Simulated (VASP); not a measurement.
# WS2 in VASP: further runs

WS2 is run at these levels: PBEsol; tasks: single point.

Everything below comes from runs of VASP 6.6.1. Logs are shortened: lines on timing, memory, paths and dates and some standing lists are left out, and cuts for length are marked.

### Step 1. The cell of the first run

The cell holds a slab with vacuum, 3 atoms: a = 2.988 Å, b = 2.988 Å, c = 16.953 Å, α = 90.00°, β = 90.00°, γ = 120.00°.

### Step 2. Single point, PBEsol (strain -0.050 along x and y, +0.000 along z)

Input file INCAR:

```
SYSTEM = WS2
  PREC = Accurate
  ENCUT = 520
  EDIFF = 1E-6
  ISMEAR = 0
  SIGMA = 0.05
  LREAL = .False.
  LASPH = .True.
  NELM = 80
  ALGO = Normal
  ISIF = 2
  LWAVE = .False.
  LCHARG = .True.
  GGA = PS
  LELF = .True.
  LVHAR = .True.
  NBANDS = 20
```

Input file KPOINTS:

```
Automatic mesh
0
Gamma
  12 12 2
  0 0 0
```

Input file POSCAR:

```
WS2
1.0
    2.9884874136      0.0000000000      0.0000000000
   -1.4942437068      2.5881060190      0.0000000000
    0.0000000000      0.0000000000     16.9534210846
W S
1 2
Direct
    0.3333333333      0.6666666667      0.0000000000
    0.6666666667      0.3333333333      0.9075761491
    0.6666666667      0.3333333333      0.0924238509
```

Potentials or basis: VASP PAW PBE potentials, release 64 (W_sv, S).

On the command line:

```bash
> cat potpaw_PBE.64/W_sv/POTCAR potpaw_PBE.64/S/POTCAR > POTCAR
> mpirun -np 1 vasp_std > vasp.out
```

OUTCAR:

```text
SYSTEM = WS2
   PREC = Accurate
   ENCUT = 520
   EDIFF = 1E-6
   ISMEAR = 0
   LREAL = .False.
   LASPH = .True.
   NELM = 80
   ISIF = 2
   GGA = PS

 ion  position               nearest neighbor table
   1  0.333  0.667  0.000-   2 2.33   3 2.33   2 2.33   3 2.33   2 2.33   3 2.33
   2  0.667  0.333  0.908-   1 2.33   1 2.33   1 2.33
   3  0.667  0.333  0.092-   1 2.33   1 2.33   1 2.33

  LATTYP: Found a hexagonal cell.
 ALAT       =     2.9884874136
 C/A-ratio  =     5.6729103183

  Lattice vectors:

 A1 = (   2.9884874136,   0.0000000000,   0.0000000000)
 A2 = (  -1.4942437068,   2.5881060190,   0.0000000000)
 A3 = (   0.0000000000,   0.0000000000,  16.9534210846)

Analysis of symmetry for initial positions (statically):
=====================================================================
 Subroutine PRICEL returns:
 Original cell was already a primitive cell.

 Routine SETGRP: Setting up the symmetry group for a
 hexagonal supercell.

 Subroutine GETGRP returns: Found 12 space group operations
 (whereof 12 operations were pure point group operations)
 out of a pool of 24 trial point group operations.

The static configuration has the point symmetry D_3h.

Analysis of symmetry for dynamics (positions and initial velocities):
=====================================================================
 Subroutine PRICEL returns:
 Original cell was already a primitive cell.

 Routine SETGRP: Setting up the symmetry group for a
 hexagonal supercell.

 Subroutine GETGRP returns: Found 12 space group operations
 (whereof 12 operations were pure point group operations)
 out of a pool of 24 trial point group operations.

The dynamic configuration has the point symmetry D_3h.

 Subroutine INISYM returns: Found 12 space group operations
 (whereof 12 operations are pure point group operations),
 and found     1 'primitive' translations

----------------------------------------------------------------------------------------

                                     Primitive cell

  volume of cell :     131.1266

  direct lattice vectors                    reciprocal lattice vectors
     2.988487414  0.000000000  0.000000000     0.334617437  0.193191468  0.000000000
    -1.494243707  2.588106019  0.000000000     0.000000000  0.386382935  0.000000000
     0.000000000  0.000000000 16.953421085     0.000000000  0.000000000  0.058985145

  length of vectors
     2.988487414  2.988487414 16.953421085     0.386382935  0.386382935  0.058985145

  position of ions in fractional coordinates (direct lattice)
     0.333333333  0.666666667  0.000000000
[... 81 lines left out ...]
   LREAL  =      F    real-space projection
   EDIFFG = 0.1E-04   stopping-criterion for IOM
   NSW    =      0    number of steps for IOM
   IBRION =     -1    ionic relax: 0-MD 1-quasi-New 2-CG
   NFREE  =      0    steps in history (QN), initial steepest desc. (CG)
   ISIF   =      2    stress and relaxation
   ISYM   =      2    0-nonsym 1-usesym 2-fastsym
   POTIM  = 0.5000    time-step for ionic-motion
   TEBEG  =    0.0;   TEEND  =   0.0 temperature during run
   PSTRESS=    0.0 pullay stress
   NELECT =      26.0000    total number of electrons
   NUPDOWN=      -1.0000    fix difference up-down
   EMIN   =  10.00;   EMAX   =-10.00  energy-range for DOS
   EFERMI =   0.00;   METHOD = LEGACY
   ISMEAR =     0;   SIGMA  =   0.05  broadening in eV -4-tet -1-fermi 0-gaus
   EFERMI_NEDOS =   21; number of points for ismear=-14 and -15
   IALGO  =     38    algorithm
   IMIX   =      4    mixing-type and parameters
     AMIX     =   0.40;   BMIX     =  1.00
     AMIX_MAG =   1.60;   BMIX_MAG =  1.00
  volume/ion in A,a.u.               =      43.71       294.96
  Fermi-wavevector in a.u.,A,eV,Ry     =   0.954631  1.803992 12.399274  0.911321
  Thomas-Fermi vector in A             =   2.083396
   LORBIT       =      0    0 simple, 1 ext, 2 COOP (PROOUT), +10 PAW based schemes
   GGA     = PS    functional components
   LHFCALC =     F    Hartree Fock is set to
   AEXX    =    0.0000 exact exchange contribution
   IVDW    =     0    specifies the selected vdW correction
   LEPSILON=     F    determine dielectric tensor
   LRPA    =     F    only Hartree local field effects (RPA)
 non-spin polarized calculation
 Gauss-broadening in eV      SIGMA  =   0.05
  energy-cutoff  :      520.00
  volume of cell :      131.13
 maximum number of plane-waves:      3592
 NGX is ok and might be reduce to    24
   NGX = 11   NGY = 11   NGZ = 63

 number of electron      26.0000000 magnetization

 Free energy of the ion-electron system (eV)
  ---------------------------------------------------
  ext. energy  EPLUGINS =         0.00000000
  ---------------------------------------------------
  free energy    TOTEN  =       -24.88185072 eV

  energy without entropy =      -24.88185072  energy(sigma->0) =      -24.88185072

 E-fermi :  -0.2057     XC(G=0):  -4.8033

 val. band max:       -0.6230079533   @ k =   0.3333   0.3333   0.0000
 cond. band min:       1.3147434801   @ k =   0.1667   0.1667   0.5000
 fundamental gap:      1.9377514334
 Fermi energy:        -0.2056611755

 k-point     1 :       0.0000    0.0000    0.0000
  band No.  band energies     occupation
      1     -74.2244      2.00000
      2     -38.6896      2.00000
      3     -38.2685      2.00000
      4     -38.2685      2.00000
      5     -16.2355      2.00000
      6     -14.3659      2.00000
[... 541 lines left out ...]
     19       6.5587      0.00000
     20       7.2840      0.00000

 [... further k-points ...]

------------------------ aborting loop because EDIFF is reached ----------------------------------------

  FORCE on cell =-STRESS in cart. coord.  units (eV):
  Direction    XX          YY          ZZ          XY          YZ          ZX
  --------------------------------------------------------------------------------------
  -------------------------------------------------------------------------------------
  Total        7.3473145      7.3473145      4.4408467      0.0000000      0.0000000      0.0000000
  in kB       89.7735437     89.7735437     54.2607158      0.0000000      0.0000000      0.0000000
  external PRESSURE =      77.9359344 kB  Pullay stress =       0.0000000 kB

 VOLUME and BASIS-vectors are now :
 -----------------------------------------------------------------------------
  energy-cutoff  :      520.00
  volume of cell :      131.13
      direct lattice vectors                 reciprocal lattice vectors
     2.988487414  0.000000000  0.000000000     0.334617437  0.193191468  0.000000000
    -1.494243707  2.588106019  0.000000000     0.000000000  0.386382935  0.000000000
     0.000000000  0.000000000 16.953421085     0.000000000  0.000000000  0.058985145

 POSITION                                       TOTAL-FORCE (eV/Angst)
 -----------------------------------------------------------------------------------
     -0.00000      1.72540      0.00000         0.000000     -0.000000      0.000000
      1.49424      0.86270     15.38652        -0.000000      0.000000     -1.426526
      1.49424      0.86270      1.56690        -0.000000      0.000000      1.426526
 -----------------------------------------------------------------------------------
    total drift:                               -0.000000      0.000000     -0.000000

  FREE ENERGIE OF THE ION-ELECTRON SYSTEM (eV)
  ---------------------------------------------------
  free  energy   TOTEN  =       -24.8818507210 eV

  energy  without entropy=      -24.8818507210  energy(sigma->0) =      -24.88185072
```

OSZICAR:

```text
N       E                     dE             d eps       ncg     rms          rms(c)
DAV:   1     0.185479215959E+03    0.18548E+03   -0.14051E+04  1824   0.110E+03
DAV:   2    -0.129935703113E+02   -0.19847E+03   -0.19335E+03  1944   0.271E+02
DAV:   3    -0.257885781799E+02   -0.12795E+02   -0.12706E+02  2092   0.676E+01
[... 14 lines left out ...]
DAV:  18    -0.248818385294E+02   -0.51408E-04   -0.43546E-06  1608   0.813E-03    0.672E-03
DAV:  19    -0.248818469812E+02   -0.84518E-05   -0.61093E-07  1664   0.321E-03    0.240E-03
DAV:  20    -0.248818490136E+02   -0.20324E-05   -0.78897E-08  1376   0.974E-04    0.526E-04
DAV:  21    -0.248818505583E+02   -0.15447E-05   -0.73128E-08  1284   0.770E-04    0.385E-04
DAV:  22    -0.248818507210E+02   -0.16269E-06   -0.42731E-09  1160   0.295E-04
   1 F= -.24881851E+02 E0= -.24881851E+02  d E =-.216293E-33
```

stdout:

```text
POSCAR found type information on POSCAR W S
 POSCAR found :  2 types and       3 ions
 scaLAPACK will be used
 -----------------------------------------------------------------------------
|                                                                             |
|                                                                             |
|     You enforced a specific xc type in the INCAR file but a different       |
|     I HOPE YOU KNOW WHAT YOU ARE DOING!                                     |
|                                                                             |
 -----------------------------------------------------------------------------

 LDA part: xc-table for (Slater+PW92), standard interpolation
 POSCAR, INCAR and KPOINTS ok, starting setup
 FFT: planning ... GRIDC
 FFT: planning ... GRID_SOFT
 FFT: planning ... GRID
 WAVECAR not read
 entering main loop
```

It took 57 s on 1 thread of Intel Xeon 6975P-C (Granite Rapids), shared host; peak memory 0.29 GiB.

What came out:

* Free energy: -24.8819 eV
* Largest force: 1.427 eV/Å
* Band gap on the k mesh: 1.94 eV, indirect (least direct gap 2.64 eV)

Forces in eV/Å, atoms in the order of the input:
```
W    0.000  0.000  0.000
S    0.000  0.000 -1.427
S    0.000  0.000  1.427
```

Levels at points of the mesh, in eV from the valence-band top:
| k point | band 10 | band 11 | band 12 | band 13 | band 14 | band 15 | band 16 | band 17 |
| --- | --- | --- | --- | --- | --- | --- | --- | --- |
| (0.00, 0.00, 0.00) | -2.65 | -1.30 | -1.30 | -0.63 | 3.50 | 3.50 | 3.67 | 3.67 |
| (0.50, 0.00, 0.00) | -3.53 | -2.53 | -1.05 | -0.84 | 3.77 | 3.84 | 4.25 | 5.40 |
| (0.00, 0.00, 0.50) | -2.65 | -1.30 | -1.30 | -0.63 | 3.50 | 3.50 | 3.67 | 3.67 |
| (0.50, 0.00, 0.50) | -3.53 | -2.53 | -1.05 | -0.84 | 3.77 | 3.84 | 4.25 | 5.40 |

Caveat: the cell differs from its parent crystal (strain -0.050 along x and y, +0.000 along z); the PAW data sets were made with another functional, which shifts forces and pressure a little; spin-orbit coupling is left out, which moves the levels of the heavy elements.

### Step 3. Single point, PBEsol (strain -0.025 along x and y, -0.050 along z)

Input file INCAR:

```
SYSTEM = WS2
ALGO     = Normal         ! electronic algorithm
EDIFF    = 1E-6           ! SCF threshold, eV
ENCUT    = 520            ! plane-wave cutoff, eV
GGA      = PS             ! functional
ISIF     = 2              ! what is computed and relaxed
ISMEAR   = 0              ! smearing method
LASPH    = .TRUE.         ! aspherical terms in the spheres
LCHARG   = .FALSE.        ! write CHGCAR
LREAL    = .FALSE.        ! projectors in reciprocal space
LWAVE    = .FALSE.        ! write WAVECAR
NBANDS   = 20             ! bands
NELM     = 100            ! most SCF steps
PREC     = Accurate       ! precision mode
SIGMA    = 0.05           ! smearing width, eV
```

Input file KPOINTS:

```
k-points
0
G
  12 12 2
  0 0 0
```

Input file POSCAR:

```
WS2
1.0
    3.0671318192      0.0000000000      0.0000000000
   -1.5335659096      2.6562140722      0.0000000000
    0.0000000000      0.0000000000     16.1057500304
W S
1 2
Direct
    0.3333333333      0.6666666667      0.0000000000
    0.6666666667      0.3333333333      0.9075761491
    0.6666666667      0.3333333333      0.0924238509
```

Potentials or basis: VASP PAW PBE potentials, release 64 (W_sv, S).

On the command line:

```bash
> cat potpaw_PBE.64/W_sv/POTCAR potpaw_PBE.64/S/POTCAR > POTCAR
> mpirun -np 1 vasp_std > vasp.out
```

It took 48 s on 1 thread of Intel Xeon 6975P-C (Granite Rapids), shared host; peak memory 0.28 GiB.

The run converged. Its results:

| Item | Value |
| --- | --- |
| Free energy | -24.9098 eV |
| Largest force | 2.613 eV/Å |
| Band gap on the k mesh | 1.96 eV, indirect (least direct gap 2.01 eV) |

Forces on the atoms (eV/Å):
```
W    0.000  0.000  0.000
S    0.000  0.000 -2.613
S    0.000  0.000  2.613
```

Levels at points of the mesh, in eV from the valence-band top:
```tsv
k point	band 10	band 11	band 12	band 13	band 14	band 15	band 16	band 17
(0.00, 0.00, 0.00)	-2.15	-1.82	-1.82	0.00	3.26	3.26	3.70	3.70
(0.50, 0.00, 0.00)	-3.87	-2.11	-1.24	-0.99	3.30	3.83	4.40	5.45
(0.00, 0.00, 0.50)	-2.15	-1.82	-1.82	0.00	3.26	3.26	3.70	3.70
(0.50, 0.00, 0.50)	-3.87	-2.11	-1.24	-0.99	3.30	3.83	4.40	5.45
```

Caveat: the cell differs from its parent crystal (strain -0.025 along x and y, -0.050 along z); the PAW data sets were made with another functional, which shifts forces and pressure a little; spin-orbit coupling is left out, which moves the levels of the heavy elements.
